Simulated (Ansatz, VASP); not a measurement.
**One calculation of Hf, two programs**

POSCAR

```
Hf
1.0
    0.0000000000      2.2200000000      2.2200000000
    2.1756000000      0.0000000000      2.2200000000
    2.1756000000      2.2200000000      0.0000000000
Hf
1
Direct
    0.0000000000      0.0000000000      0.0000000000
```

Contents of INCAR.step1:

```
SYSTEM = Hf
PREC = Accurate
ENCUT = 520
ISMEAR = 0
SIGMA = 0.15
LREAL = .FALSE.
LASPH = .TRUE.
NELM = 100
NBANDS = 11
GGA = PE
ALGO = Normal
EDIFF = 1E-4
LWAVE = .TRUE.
LCHARG = .FALSE.
```

Contents of INCAR.step2:

```
SYSTEM = Hf
PREC = Accurate
ENCUT = 520
EDIFF = 1E-6
ISMEAR = 0
SIGMA = 0.15
LREAL = .FALSE.
LASPH = .TRUE.
NELM = 100
ALGO = Normal
ISIF = 2
LWAVE = .FALSE.
LCHARG = .TRUE.
METAGGA = R2SCAN
LMIXTAU = .TRUE.
LELF = .TRUE.
LVHAR = .TRUE.
NBANDS = 11
ISTART = 1
```

File KPOINTS:

```
regular mesh
0
G
  18 18 18
  0 0 0
```

Input for Ansatz:

```yaml
crystal:
  lattice:
    - [0.0, 2.22, 2.22]
    - [2.1756, 0.0, 2.22]
    - [2.1756, 2.22, 0.0]
  atoms:
    - { symbol: Hf, position: [0.0, 0.0, 0.0] }
basis:
  ecutwfc: 500
kpoints:
  mp_grid: { grid: [18, 18, 18] }
hamiltonian:
  xc: r2scan
scf:
  occupations: { method: gaussian, width: 0.15 }
output:
  forces: true
  stress: true
  eigenvalues: true
  write_density: true
  write_potential: true
  elf: true
  volumetric_format: npy
```

Change from the starting cell: strain -0.0200 x Voigt [1, 0, 0, 0, 0, 0], atoms carried along.

Alike in both runs: task single point; functional r2SCAN; k mesh 18 × 18 × 18; occupations gaussian, width 0.15 eV; no spin polarisation.

|  | VASP | Ansatz |
| --- | --- | --- |
| version | VASP 6.6.1 | Ansatz 0.2.0 |
| potentials or method | VASP PAW PBE potentials, release 64 (Hf_pv), cutoff 520 eV | scalar-relativistic, plane waves, PAW |
| valence electrons in the cell | 10 | 26 |

```csv
,VASP,Ansatz,Ansatz less VASP
gap on the k mesh at the Fermi level (eV),none,none,-
pressure (GPa),4.5,5.0,+0.49
"traceless stress, the component that is largest in VASP (GPa)",0.78,0.77,-0.006
```

VASP's potentials were made for PBE, not for r2SCAN. A gap of «none» marks a metal or a gap that the smearing closes. The functional is the same, so the differences come from potentials, cutoffs and numerics. VASP's potentials hold 10 valence electrons a cell and Ansatz's 26, so a difference there can come from the potentials and not from the codes.

Neither program's run includes spin-orbit coupling.
